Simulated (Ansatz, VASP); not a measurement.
This is a calculation of SiTe for Ansatz 0.2.0.

File input.yaml:

```yaml
crystal:
  lattice:
    - [3.7929066557, 0.0, 0.0]
    - [0.0, 3.7929066557, 0.0]
    - [0.0, 0.0, 3.7929066557]
  atoms:
    - { symbol: Si, position: [0.0, 0.0, 0.0] }
    - { symbol: Te, position: [0.5, 0.5, 0.5] }
kpoints:
  mp_grid: { grid: [7, 7, 7] }
scf:
  occupations: { method: fermi_dirac, width: 0.05 }
hamiltonian:
  xc: pbe
  pseudopotentials: { kind: all_electron, lapw: { basis_error: 0.0005 } }
output:
  forces: true
  stress: true
  eigenvalues: true
```

Potentials or basis: all-electron LAPW, scalar-relativistic.

Run with:

```bash
$ ansatz run input.yaml --threads 1 --pin off --max-ram 3072MiB --backend cpu --events-out ev --progress --plain --runs-dir out
```

Q: Set up the same calculation for VASP 6.6.1. Potentials there: VASP PAW PBE potentials, release 64 (Si, Te).

A: As run (the cutoff follows the program's own potentials):

The input INCAR:

```
ALGO = Normal ; EDIFF = 1E-6
ENCUT = 520 ; GGA = PE
ISIF = 2 ; ISMEAR = -1
LASPH = True ; LCHARG = True
LELF = True ; LREAL = False
LVHAR = True ; LWAVE = False
NBANDS = 12 ; NELM = 60
PREC = Accurate ; SIGMA = 0.05
```

The input KPOINTS:

```
k-points
0
Gamma
  7 7 7
```

POSCAR

```
SiTe
1.0
    3.7929066557      0.0000000000      0.0000000000
    0.0000000000      3.7929066557      0.0000000000
    0.0000000000      0.0000000000      3.7929066557
Si Te
1 1
Direct
    0.0000000000      0.0000000000      0.0000000000
    0.5000000000      0.5000000000      0.5000000000
```

Potentials or basis: VASP PAW PBE potentials, release 64 (Si, Te).

Run with:

```sh
$ cat potpaw_PBE.64/Si/POTCAR potpaw_PBE.64/Te/POTCAR > POTCAR
$ mpirun -np 1 vasp_std > vasp.out
```

Both were run:

|  | VASP | Ansatz | Ansatz less VASP |
| --- | --- | --- | --- |
| gap on the k mesh at the Fermi level (eV) | none | none | - |
| pressure (GPa) | -7.6 | -7.6 | +0.03 |

A gap of «none» marks a metal or a gap that the smearing closes. Ansatz ran all-electron here, and VASP with PAW potentials.

Neither program's run includes spin-orbit coupling.
